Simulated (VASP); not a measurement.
# ZrS2 (P-3m1) in VASP: single point with HSE06

Aim: the single point of ZrS2 with HSE06.

All numbers are computed with VASP 6.6.1; they aren't measurements. Logs are shortened: lines on timing, memory, paths and dates and some standing lists are left out, and cuts for length are marked.

**1. The cell of the first run**

The structure is trigonal, space group P-3m1 (No. 164). Conventional cell: a = 3.681 Å, b = 3.681 Å, c = 6.725 Å, α = 90.00°, β = 90.00°, γ = 120.00°. Within 3.4 Å of Zr (site symmetry -3m) lie 6 S at 2.56 Å. S (site symmetry 3m) has 3 Zr at 2.56 Å within 3.4 Å.

**2. Single point, HSE06 (26.30 Å³/atom)**

File POSCAR:

```
ZrS2
1.0
    3.6806523334      0.0000000000      0.0000000000
   -1.8403261667      3.1875384232      0.0000000000
    0.0000000000      0.0000000000      6.7252112196
Zr S
1 2
Direct
    0.0000000000      0.0000000000      0.0000000000
    0.6666666667      0.3333333333      0.7871415167
    0.3333333333      0.6666666667      0.2128584833
```

File INCAR.step1:

```
SYSTEM = ZrS2
  PREC = Accurate
  ENCUT = 400
  EDIFF = 1E-5
  ISMEAR = 0
  SIGMA = 0.02
  LREAL = .FALSE.
  LASPH = .TRUE.
  NELM = 120
  ALGO = Normal
  ISIF = 2
  LWAVE = .TRUE.
  LCHARG = .FALSE.
  NBANDS = 19
  GGA = PE
  GGA_COMPAT = .FALSE.
  KPAR = 4
```

File INCAR.step2:

```
SYSTEM = ZrS2
  PREC = Accurate
  ENCUT = 400
  EDIFF = 1E-6
  ISMEAR = 0
  SIGMA = 0.02
  LREAL = .FALSE.
  LASPH = .TRUE.
  NELM = 120
  ALGO = Normal
  ISIF = 2
  LWAVE = .FALSE.
  LCHARG = .FALSE.
  GGA = PE
  LHFCALC = .TRUE.
  HFSCREEN = 0.2079
  PRECFOCK = Normal
  NBANDS = 19
  ISTART = 1
  GGA_COMPAT = .FALSE.
  KPAR = 4
```

File KPOINTS:

```
Automatic mesh
0
G
  6 6 4
  0 0 0
```

Potentials or basis: VASP PAW PBE potentials, release 64 (Zr_sv, S).

The run is started by

```
> cat potpaw_PBE.64/Zr_sv/POTCAR potpaw_PBE.64/S/POTCAR > POTCAR
> cp INCAR.step1 INCAR
> mpirun -np 4 vasp_std > vasp.out
> cp INCAR.step2 INCAR
> mpirun -np 4 vasp_std > vasp.out
```

OUTCAR:

```text
SYSTEM = ZrS2
   PREC = Accurate
   ENCUT = 400
   EDIFF = 1E-6
   ISMEAR = 0
   LREAL = .FALSE.
   LASPH = .TRUE.
   NELM = 120
   ISIF = 2
   GGA = PE
   LHFCALC = .TRUE.
   HFSCREEN = 0.2079
   PRECFOCK = Normal
   ISTART = 1

 ion  position               nearest neighbor table
   1  0.000  0.000  0.000-   2 2.56   3 2.56   3 2.56   2 2.56   2 2.56   3 2.56
   2  0.667  0.333  0.787-   1 2.56   1 2.56   1 2.56
   3  0.333  0.667  0.213-   1 2.56   1 2.56   1 2.56

  LATTYP: Found a hexagonal cell.
 ALAT       =     3.6806523334
 C/A-ratio  =     1.8271791548

  Lattice vectors:

 A1 = (   3.6806523334,   0.0000000000,   0.0000000000)
 A2 = (  -1.8403261667,   3.1875384232,   0.0000000000)
 A3 = (   0.0000000000,   0.0000000000,   6.7252112196)

Analysis of symmetry for initial positions (statically):
=====================================================================
 Subroutine PRICEL returns:
 Original cell was already a primitive cell.

 Routine SETGRP: Setting up the symmetry group for a
 hexagonal supercell.

 Subroutine GETGRP returns: Found 12 space group operations
 (whereof 12 operations were pure point group operations)
 out of a pool of 24 trial point group operations.

The static configuration has the point symmetry D_3d.

Analysis of symmetry for dynamics (positions and initial velocities):
=====================================================================
 Subroutine PRICEL returns:
 Original cell was already a primitive cell.

 Routine SETGRP: Setting up the symmetry group for a
 hexagonal supercell.

 Subroutine GETGRP returns: Found 12 space group operations
 (whereof 12 operations were pure point group operations)
 out of a pool of 24 trial point group operations.

The dynamic configuration has the point symmetry D_3d.

 Subroutine INISYM returns: Found 12 space group operations
 (whereof 12 operations are pure point group operations),
 and found     1 'primitive' translations

----------------------------------------------------------------------------------------

                                     Primitive cell

  volume of cell :      78.9017

  direct lattice vectors                    reciprocal lattice vectors
     3.680652333  0.000000000  0.000000000     0.271690969  0.156860854  0.000000000
    -1.840326167  3.187538423  0.000000000     0.000000000  0.313721708  0.000000000
     0.000000000  0.000000000  6.725211220     0.000000000  0.000000000  0.148694215

  length of vectors
     3.680652333  3.680652333  6.725211220     0.313721708  0.313721708  0.148694215

  position of ions in fractional coordinates (direct lattice)
     0.000000000  0.000000000  0.000000000
     0.666666667  0.333333333  0.787141517
     0.333333333  0.666666667  0.212858483

  ion indices of the primitive-cell ions
   primitive index   ion index
                 1           1
                 2           2
                 3           3

----------------------------------------------------------------------------------------

 KPOINTS: Automatic mesh

Automatic generation of k-mesh.
 Grid dimensions read from file:
 generate k-points for:    6    6    4

 Generating k-lattice:

  Cartesian coordinates                     Fractional coordinates (reciprocal lattice)
     0.045281828  0.026143476  0.000000000     0.166666667  0.000000000  0.000000000
     0.000000000  0.052286951  0.000000000     0.000000000  0.166666667  0.000000000
     0.000000000  0.000000000  0.037173554     0.000000000  0.000000000  0.250000000

  Length of vectors
     0.052286951  0.052286951  0.037173554

  Shift w.r.t. Gamma in fractional coordinates (k-lattice)
     0.000000000  0.000000000  0.000000000

 Subroutine IBZKPT returns following result:
 ===========================================

 Found     24 irreducible k-points:

 Following reciprocal coordinates:
            Coordinates               Weight
  0.000000  0.000000  0.000000      1.000000
  0.166667  0.000000  0.000000      6.000000
  0.333333  0.000000  0.000000      6.000000
  0.500000 -0.000000  0.000000      3.000000
  0.166667  0.166667  0.000000      6.000000
  0.333333  0.166667  0.000000     12.000000
[... 16 lines left out ...]
  0.333333  0.166667  0.500000     12.000000
  0.333333  0.333333  0.500000      2.000000
   k-points           NKPTS =     24   k-points in BZ     NKDIM =    144   number of bands    NBANDS=     19
   number of dos      NEDOS =    301   number of ions     NIONS =      3
   total plane-waves  NPLWV =  27648
   dimension x,y,z NGX =    24 NGY =   24 NGZ =   48
   dimension x,y,z NGXF=    48 NGYF=   48 NGZF=   96
   ions per type =               1   2
   NGX,Y,Z   is equivalent  to a cutoff of  10.84, 10.84, 11.87 a.u.
   NGXF,Y,Z  is equivalent  to a cutoff of  21.68, 21.68, 23.73 a.u.
 SYSTEM =  ZrS2
   PREC   = accura    normal or accurate (medium, high low for compatibility)
   ISTART =      1    job   : 0-new  1-cont  2-samecut
   ICHARG =      0    charge: 1-file 2-atom 10-const
   ISPIN  =      1    spin polarized calculation?
   LNONCOLLINEAR =      F non collinear calculations
   LSORBIT =      F    spin-orbit coupling
   LASPH  =      T    aspherical Exc in radial PAW
   ENCUT  =  400.0 eV  29.40 Ry    5.42 a.u.   6.00  6.00 10.97*2*pi/ulx,y,z
   NELM   =    120;   NELMIN=  2; NELMDL=  0     # of ELM steps
   EDIFF  = 0.1E-05   stopping-criterion for ELM
   LREAL  =      F    real-space projection
   EDIFFG = 0.1E-04   stopping-criterion for IOM
   NSW    =      0    number of steps for IOM
   IBRION =     -1    ionic relax: 0-MD 1-quasi-New 2-CG
   NFREE  =      0    steps in history (QN), initial steepest desc. (CG)
   ISIF   =      2    stress and relaxation
   ISYM   =      3    0-nonsym 1-usesym 2-fastsym
   POTIM  = 0.5000    time-step for ionic-motion
   TEBEG  =    0.0;   TEEND  =   0.0 temperature during run
   PSTRESS=    0.0 pullay stress
   NELECT =      24.0000    total number of electrons
   NUPDOWN=      -1.0000    fix difference up-down
   EMIN   =  10.00;   EMAX   =-10.00  energy-range for DOS
   EFERMI =   0.00;   METHOD = LEGACY
   ISMEAR =     0;   SIGMA  =   0.02  broadening in eV -4-tet -1-fermi 0-gaus
   EFERMI_NEDOS =   21; number of points for ismear=-14 and -15
   IALGO  =     38    algorithm
   IMIX   =      1    mixing-type and parameters
     AMIX     =   0.40;   BMIX     =  1.00
     AMIX_MAG =   1.60;   BMIX_MAG =  1.00
  volume/ion in A,a.u.               =      26.30       177.48
  Fermi-wavevector in a.u.,A,eV,Ry     =   1.100990  2.080569 16.492683  1.212178
  Thomas-Fermi vector in A             =   2.237410
   LORBIT       =      0    0 simple, 1 ext, 2 COOP (PROOUT), +10 PAW based schemes
   GGA     = PE    functional components
   LHFCALC =     T    Hartree Fock is set to
   PRECFOCK=normal    Normal, Fast or Accurate (Low or Medium for compatibility)
   ENCUT4O =  -1.0   cutoff for four orbital integrals eV
   NKREDX  =     1    reduce k-point grid by
   NKREDY  =     1    reduce k-point grid by
   NKREDZ  =     1    reduce k-point grid by
   AEXX    =    0.2500 exact exchange contribution
   HFSCREEN=    0.2079 screening length (either q_TF or 0.3 A-1)
   HFSCREENC=   0.2079 screening length for correlation (either q_TF or 0.3 A-1)
   ENCUTFOCK=  -1.0 apply spherical cutoff to Coloumb kernel
   IVDW    =     0    specifies the selected vdW correction
   LEPSILON=     F    determine dielectric tensor
   LRPA    =     F    only Hartree local field effects (RPA)
 non-spin polarized calculation
 Gauss-broadening in eV      SIGMA  =   0.02
  energy-cutoff  :      400.00
  volume of cell :       78.90
 maximum number of plane-waves:      1470
  NGX = 20; NGY = 20; NGZ = 36

 number of electron      24.0000002 magnetization

 Free energy of the ion-electron system (eV)
  ---------------------------------------------------
  ext. energy  EPLUGINS =         0.00000000
  ---------------------------------------------------
  free energy    TOTEN  =       -25.44974316 eV

  energy without entropy =      -25.44974316  energy(sigma->0) =      -25.44974316

 E-fermi :   2.5272     XC(G=0):  -7.2272

 val. band max:        2.4396603630   @ k =   0.0000   0.0000   0.0000
 cond. band min:       4.4273995398   @ k =   0.5000  -0.0000   0.5000
 fundamental gap:      1.9877391767
 Fermi energy:         2.5271658153

 k-point     1 :       0.0000    0.0000    0.0000
  band No.  band energies     occupation
      1     -49.8129      2.00000
      2     -26.4869      2.00000
      3     -26.3064      2.00000
      4     -26.3064      2.00000
      5     -11.3153      2.00000
      6      -9.9160      2.00000
[... 11 lines left out ...]
     18       9.0627      0.00000
     19       9.5427      0.00000

 k-point     2 :       0.1667    0.0000    0.0000
  band No.  band energies     occupation
      1     -49.8077      2.00000
      2     -26.4708      2.00000
      3     -26.3842      2.00000
      4     -26.3232      2.00000
      5     -11.0145      2.00000
      6      -9.9751      2.00000
[... 11 lines left out ...]
     18      10.0918      0.00000
     19      11.1223      0.00000

 k-point     3 :       0.3333    0.0000    0.0000
  band No.  band energies     occupation
      1     -49.7971      2.00000
      2     -26.5367      2.00000
      3     -26.4373      2.00000
      4     -26.3565      2.00000
      5     -10.4379      2.00000
      6     -10.0028      2.00000
[... 11 lines left out ...]
     18      10.7839      0.00000
     19      11.7565      0.00000

 k-point     4 :       0.5000   -0.0000    0.0000
  band No.  band energies     occupation
      1     -49.7918      2.00000
      2     -26.6107      2.00000
      3     -26.4209      2.00000
      4     -26.3730      2.00000
      5     -10.3428      2.00000
      6      -9.7721      2.00000
[... 11 lines left out ...]
     18      10.0713      0.00000
     19      11.3222      0.00000

 k-point     5 :       0.1667    0.1667    0.0000
  band No.  band energies     occupation
      1     -49.7998      2.00000
      2     -26.4838      2.00000
      3     -26.4467      2.00000
      4     -26.3630      2.00000
      5     -10.5377      2.00000
      6     -10.0528      2.00000
[... 11 lines left out ...]
     18      11.2761      0.00000
     19      12.6094      0.00000

 k-point     6 :       0.3333    0.1667    0.0000
  band No.  band energies     occupation
      1     -49.7918      2.00000
      2     -26.5710      2.00000
      3     -26.4230      2.00000
      4     -26.4124      2.00000
      5     -10.2069      2.00000
      6      -9.9217      2.00000
[... 11 lines left out ...]
     18      11.3884      0.00000
     19      11.8422      0.00000

 k-point     7 :       0.3333    0.3333    0.0000
  band No.  band energies     occupation
      1     -49.7892      2.00000
      2     -26.5157      2.00000
      3     -26.5157      2.00000
      4     -26.4139      2.00000
      5      -9.9845      2.00000
      6      -9.9845      2.00000
[... 11 lines left out ...]
     18      11.6691      0.00000
     19      13.3870      0.00000

 k-point     8 :       0.0000    0.0000    0.2500
  band No.  band energies     occupation
      1     -49.8129      2.00000
      2     -26.4870      2.00000
      3     -26.3065      2.00000
      4     -26.3065      2.00000
      5     -11.2901      2.00000
      6      -9.9582      2.00000
[... 256 lines left out ...]
 k-point    20 :       0.3333    0.0000    0.5000
  band No.  band energies     occupation
      1     -49.7971      2.00000
      2     -26.5367      2.00000
      3     -26.4373      2.00000
      4     -26.3565      2.00000
      5     -10.4211      2.00000
      6     -10.0206      2.00000
[... 11 lines left out ...]
     18      10.3871      0.00000
     19      11.4530      0.00000

 k-point    21 :       0.5000   -0.0000    0.5000
  band No.  band energies     occupation
      1     -49.7918      2.00000
      2     -26.6106      2.00000
      3     -26.4210      2.00000
      4     -26.3729      2.00000
      5     -10.3600      2.00000
      6      -9.7493      2.00000
[... 11 lines left out ...]
     18      10.1588      0.00000
     19      10.6418      0.00000

 k-point    22 :       0.1667    0.1667    0.5000
  band No.  band energies     occupation
      1     -49.7998      2.00000
      2     -26.4838      2.00000
      3     -26.4467      2.00000
      4     -26.3630      2.00000
      5     -10.4946      2.00000
      6     -10.1018      2.00000
[... 11 lines left out ...]
     18      12.0334      0.00000
     19      12.3975      0.00000

 k-point    23 :       0.3333    0.1667    0.5000
  band No.  band energies     occupation
      1     -49.7918      2.00000
      2     -26.5710      2.00000
      3     -26.4231      2.00000
      4     -26.4124      2.00000
      5     -10.2186      2.00000
      6      -9.9081      2.00000
[... 11 lines left out ...]
     18      10.8177      0.00000
     19      11.4147      0.00000

 k-point    24 :       0.3333    0.3333    0.5000
  band No.  band energies     occupation
      1     -49.7892      2.00000
      2     -26.5157      2.00000
      3     -26.5157      2.00000
      4     -26.4139      2.00000
      5      -9.9851      2.00000
      6      -9.9851      2.00000
[... 11 lines left out ...]
     18      11.9011      0.00000
     19      12.2684      0.00000

------------------------ aborting loop because EDIFF is reached ----------------------------------------

  FORCE on cell =-STRESS in cart. coord.  units (eV):
  Direction    XX          YY          ZZ          XY          YZ          ZX
  --------------------------------------------------------------------------------------
  -------------------------------------------------------------------------------------
  Total       -0.0809231     -0.0809231     -0.0501554     -0.0000000      0.0000000      0.0000000
  in kB       -1.6432253     -1.6432253     -1.0184553     -0.0000000      0.0000000      0.0000000
  external PRESSURE =      -1.4349686 kB  Pullay stress =       0.0000000 kB

 VOLUME and BASIS-vectors are now :
 -----------------------------------------------------------------------------
  energy-cutoff  :      400.00
  volume of cell :       78.90
      direct lattice vectors                 reciprocal lattice vectors
     3.680652333  0.000000000  0.000000000     0.271690969  0.156860854  0.000000000
    -1.840326167  3.187538423  0.000000000     0.000000000  0.313721708  0.000000000
     0.000000000  0.000000000  6.725211220     0.000000000  0.000000000  0.148694215

 POSITION                                       TOTAL-FORCE (eV/Angst)
 -----------------------------------------------------------------------------------
      0.00000      0.00000      0.00000         0.000000      0.000000      0.000000
      1.84033      1.06251      5.29369        -0.000000     -0.000000     -0.003355
     -0.00000      2.12503      1.43152         0.000000      0.000000      0.003355
 -----------------------------------------------------------------------------------
    total drift:                                0.000000     -0.000000      0.000000

  FREE ENERGIE OF THE ION-ELECTRON SYSTEM (eV)
  ---------------------------------------------------
  free  energy   TOTEN  =       -25.4497431616 eV

  energy  without entropy=      -25.4497431616  energy(sigma->0) =      -25.44974316
```

It took 23 min on 4 MPI ranks of AMD EPYC 7R13 (Zen 3), shared host; peak memory 0.27 GiB.

What came out:

```yaml
Free_energy: -25.4497 eV
Pressure: -0.1 GPa
Largest_force: 0.003 eV/Å
Band_gap_on_the_k_mesh: 1.99 eV (least direct gap 2.60 eV)
```

Forces on the atoms (eV/Å):
```
Zr   0.000  0.000  0.000
S    0.000  0.000 -0.003
S    0.000  0.000  0.003
```

Levels at points of the mesh, in eV from the valence-band top:
| k point | band 8 | band 9 | band 10 | band 11 | band 12 | band 13 | band 14 | band 15 | band 16 | band 17 |
| --- | --- | --- | --- | --- | --- | --- | --- | --- | --- | --- |
| (0.00, 0.00, 0.00) | -2.97 | -2.97 | -0.42 | 0.00 | 0.00 | 2.60 | 2.60 | 3.57 | 6.32 | 6.32 |
| (0.50, 0.00, 0.00) | -2.98 | -2.67 | -2.41 | -1.44 | -1.12 | 2.10 | 4.49 | 4.78 | 6.85 | 7.31 |
| (0.00, 0.00, 0.50) | -2.97 | -2.97 | -1.22 | -0.02 | -0.02 | 2.59 | 2.59 | 3.86 | 6.41 | 6.41 |
| (0.50, 0.00, 0.50) | -3.14 | -2.70 | -2.38 | -1.08 | -1.07 | 1.99 | 4.48 | 4.78 | 6.70 | 7.06 |

Caveat: the PAW data sets were made with another functional, which shifts forces and pressure a little; this functional lacks dispersion, which binds layers or chains, so the pressure and a relaxed spacing across them are unreliable. A k mesh can miss the band edges.
